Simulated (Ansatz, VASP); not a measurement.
## One calculation of Si3N4, two programs

```
Si N
1.0
     7.61700    0.00000    0.00000
    -3.80850    6.59652    0.00000
     0.00000    0.00000    2.91340
Si N
6 8
Direct
  0.17405 0.76794 0.25000
  0.40611 0.17405 0.75000
  0.23206 0.40611 0.25000
  0.82595 0.23206 0.75000
  0.59389 0.82595 0.25000
  0.76794 0.59389 0.75000
  0.33333 0.66667 0.25000
  0.66667 0.33333 0.75000
  0.32979 0.03000 0.25000
  0.29979 0.32979 0.75000
  0.97000 0.29979 0.25000
  0.67021 0.97000 0.75000
  0.70021 0.67021 0.25000
  0.03000 0.70021 0.75000
```

Alike in both runs: functional PBE; k mesh 4 × 4 × 9; occupations fermi-dirac, width 0.01 eV; no spin polarisation.

Ansatz relaxed the structure, and its values are those at the end. VASP's run is a single point on that final structure, the one shown.

```csv
,VASP,Ansatz
version,VASP 6.6.1,Ansatz 0.2.0
potentials or method,"VASP PAW PBE potentials, release 64 (Si, N)","plane-wave PAW, scalar-relativistic"
plane-wave cutoff (eV),520,420
valence electrons in the cell,64,64
```

```csv
,VASP,Ansatz,Ansatz less VASP
gap on the k mesh at the Fermi level (eV),4.31,4.32,+0.012
pressure (GPa),3.7,4.0,+0.29
```

With one functional, cell and mesh, what is left measures potentials, basis and numerics. Ansatz's warnings: stress scf threshold loose.
